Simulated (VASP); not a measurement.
Input of a VASP 6.6.1 run:

Contents of INCAR:

```
SYSTEM = Zr
ALGO = Normal
EDIFF = 1E-6
ENCUT = 500
GGA = PE
GGA_COMPAT = .False.
ISIF = 2
ISMEAR = 0
LASPH = .True.
LCHARG = .True.
LELF = .True.
LREAL = .False.
LVHAR = .True.
LWAVE = .False.
NBANDS = 38
NELM = 120
PREC = Accurate
SIGMA = 0.1
```

File KPOINTS:

```
k-points
0
Gamma
  4 4 4
  0 0 0
```

The input POSCAR:

```
Zr
1.0
    3.6357112245     -0.1772955199      0.8774497781
   -1.4702810687      5.2039176982     -0.8368326075
    0.5056386494      1.1294710862      6.1402415272
Zr
5
Direct
   -0.0140709960      0.9080042309      0.2741779222
    0.1861329159      0.7081988490      0.6741710245
    0.7860701142      0.1079994394      0.8743775539
    0.3861656374      0.5081126612      0.0742472195
    0.5859925443      0.3078245488      0.4743218847
```

Potentials or basis: VASP PAW PBE potentials, release 64 (Zr_sv).

Run with:

```console
$ cat potpaw_PBE.64/Zr_sv/POTCAR > POTCAR
$ mpirun -np 1 vasp_std > vasp.out
```

Q: Estimate the pressure.

A: 0.1 GPa.

Q: What does it give for the band gap on the k mesh?

A: Zero (bands 30 and 31 overlap by 0.92 eV).

Q: Predict the largest force.

A: 0.006 eV/Å.

Forces in eV/Å, atoms in the order of the input:
```
Zr   0.003  0.001  0.002
Zr   0.001 -0.004  0.000
Zr  -0.002  0.001 -0.001
Zr  -0.002 -0.002  0.000
Zr  -0.001  0.005 -0.001
```

Caveat: the k points lie up to 0.46 Å⁻¹ apart, too coarse for converged energies and pressures of a metal.
